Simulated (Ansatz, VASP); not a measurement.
**Two plane-wave programs on F**

Contents of INCAR:

```
SYSTEM = F
  PREC = Accurate
  ENCUT = 520
  EDIFF = 1E-7
  ISMEAR = 0
  SIGMA = 0.05
  LREAL = .False.
  LASPH = .True.
  NELM = 100
  ALGO = Normal
  ISIF = 2
  LWAVE = .False.
  LCHARG = .False.
  GGA = PS
  NBANDS = 22
```

File KPOINTS:

```
Automatic mesh
0
Gamma
  4 4 2
  0 0 0
```

POSCAR

```
F
1.0
    3.1004838602     -1.7819543364     -0.2391360627
    3.1004838602      1.7819543364     -0.2391360627
   -2.3313270155      0.0000000000      7.1362390124
F
4
Direct
    0.0848459664      0.0848459664      0.1099880702
    0.9151540336      0.9151540336      0.8900119298
    0.5015719855      0.5015719855      0.5937195244
    0.4984280145      0.4984280145      0.4062804756
```

Input for Ansatz:

```yaml
crystal:
  lattice:
    - [3.1004838602, -1.7819543364, -0.2391360627]
    - [3.1004838602, 1.7819543364, -0.2391360627]
    - [-2.3313270155, 0.0, 7.1362390124]
  atoms:
    - { symbol: F, position: [0.0848459664, 0.0848459664, 0.1099880702] }
    - { symbol: F, position: [0.9151540336, 0.9151540336, 0.8900119298] }
    - { symbol: F, position: [0.5015719855, 0.5015719855, 0.5937195244] }
    - { symbol: F, position: [0.4984280145, 0.4984280145, 0.4062804756] }
basis:
  ecutwfc: 520.0
kpoints:
  mp_grid: { grid: [4, 4, 2] }
hamiltonian:
  xc: pbesol
scf:
  occupations: { method: gaussian, width: 0.05 }
output:
  forces: true
  stress: true
  eigenvalues: true
```

Alike in both runs: task single point; functional PBEsol; k mesh 4 × 4 × 2; occupations gaussian, width 0.05 eV; no spin polarisation.

|  | VASP | Ansatz |
| --- | --- | --- |
| version | VASP 6.6.1 | Ansatz 0.2.0 |
| potentials or method | VASP PAW PBE potentials, release 64 (F), cutoff 520 eV | scalar-relativistic, plane waves, PAW |
| valence electrons in the cell | 28 | 28 |

```csv
,VASP,Ansatz,Ansatz less VASP
gap on the k mesh at the Fermi level (eV),1.51,1.54,+0.036
least direct gap on the mesh (eV),1.58,1.62,+0.038
pressure (GPa),-4.2,-4.2,-0.09
"traceless stress, the component that is largest in VASP (GPa)",-5.76,-6.78,-1.027
rms of the force components (eV/Å),1.423,1.469,+0.0457
```

VASP's potentials were made for PBE, not for PBEsol. Atom by atom the forces differ by 0.187 eV/Å (rms over components).

The k mesh is coarse, so the values compare programs but aren't converged.
